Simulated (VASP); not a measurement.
Here is a VASP 6.6.1 calculation.

INCAR

```
SYSTEM = Ru2C
ALGO = Normal
EDIFF = 1E-6
ENCUT = 520
GGA = PE
ISIF = 2
ISMEAR = 0
ISPIN = 2
LASPH = .True.
LCHARG = .False.
LMAXMIX = 4
LORBIT = 11
LREAL = .False.
LWAVE = .False.
MAGMOM = 0.45 0.45 0.45 0.45 0 0
NBANDS = 45
NELM = 150
PREC = Accurate
SIGMA = 0.1
```

Contents of KPOINTS:

```
k-points
0
Gamma
  10 10 10
  0 0 0
```

POSCAR

```
Ru2C
1.0
    0.0000000000      3.5020540760      3.5020540760
    3.5020540760      0.0000000000      3.5020540760
    3.5020540760      3.5020540760      0.0000000000
Ru C
4 2
Direct
    0.1250000000      0.1250000000      0.1250000000
    0.6250000000      0.1250000000      0.1250000000
    0.1250000000      0.1250000000      0.6250000000
    0.1250000000      0.6250000000      0.1250000000
    0.5000000000      0.5000000000      0.5000000000
    0.7500000000      0.7500000000      0.7500000000
```

Potentials or basis: VASP PAW PBE potentials, release 64 (Ru_pv, C).

Run with:

```sh
$ cat potpaw_PBE.64/Ru_pv/POTCAR potpaw_PBE.64/C/POTCAR > POTCAR
$ mpirun -np 1 vasp_std > vasp.out
```

**Question.** Estimate the site moments.

**Answer.** Ru +0.61; C -0.05 μB.

**Question.** Predict the net moment.

**Answer.** 2.39 μB per cell.

**Question.** Estimate the pressure.

**Answer.** 0.1 GPa.
